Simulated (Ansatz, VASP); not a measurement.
## One calculation of W2C, two programs

File INCAR:

```
SYSTEM = W2C
ALGO = Normal
EDIFF = 1E-6
ENCUT = 600
GGA_COMPAT = .False.
ISIF = 2
ISMEAR = 1
LASPH = .True.
LCHARG = .False.
LREAL = .False.
LWAVE = .False.
NBANDS = 23
NELM = 120
PREC = Accurate
SIGMA = 0.13
```

The input KPOINTS:

```
k-points
0
Gamma
  6 6 4
  0 0 0
```

Contents of POSCAR:

```
W2C
1.0
    3.0700456420      0.0000000000      0.0000000000
   -1.5350228210      2.6587375167      0.0000000000
    0.0000000000      0.0000000000      4.6784280000
W C
2 1
Direct
    0.3333333333      0.6666666667      0.7463310000
    0.6666666667      0.3333333333      0.2536690000
    0.0000000000      0.0000000000      0.0000000000
```

Input for Ansatz:

```yaml
crystal:
  lattice:
    - [3.070045642, 0.0, 0.0]
    - [-1.535022821, 2.6587375167, 0.0]
    - [0.0, 0.0, 4.678428]
  atoms:
    - { symbol: W, position: [0.3333333333, 0.6666666667, 0.746331] }
    - { symbol: W, position: [0.6666666667, 0.3333333333, 0.253669] }
    - { symbol: C, position: [0.0, 0.0, 0.0] }
basis: {}
kpoints:
  mp_grid: { grid: [6, 6, 4] }
hamiltonian:
  xc: lda
scf:
  occupations: { method: methfessel_paxton, width: 0.13 }
  n_extra_bands: 3
output:
  forces: true
  stress: true
  eigenvalues: true
```

Alike in both runs: task single point; functional LDA; k mesh 6 × 6 × 4; occupations methfessel-paxton of order 1, width 0.13 eV; no spin polarisation.

```csv
,VASP,Ansatz
version,VASP 6.6.1,Ansatz 0.2.0
potentials or method,"VASP PAW LDA potentials, release 64 (W_sv, C)","scalar-relativistic, plane waves, PAW"
plane-wave cutoff (eV),600,420
valence electrons in the cell,32,32
```

```csv
,VASP,Ansatz,Ansatz less VASP
gap on the k mesh at the Fermi level (eV),none,none,-
pressure (GPa),-13.7,-15.5,-1.85
"traceless stress, the component that is largest in VASP (GPa)",-1.35,-1.40,-0.049
rms of the force components (eV/Å),0.187,0.221,+0.0341
```

LDA's correlation is that of Perdew and Zunger in VASP and of Perdew and Wang (1992) in Ansatz. Atom by atom the forces differ by 0.034 eV/Å (rms over components). A gap of «none» marks a metal or a gap that the smearing closes.

The k mesh is coarse, so the values compare programs but aren't converged. Neither program's run includes spin-orbit coupling.
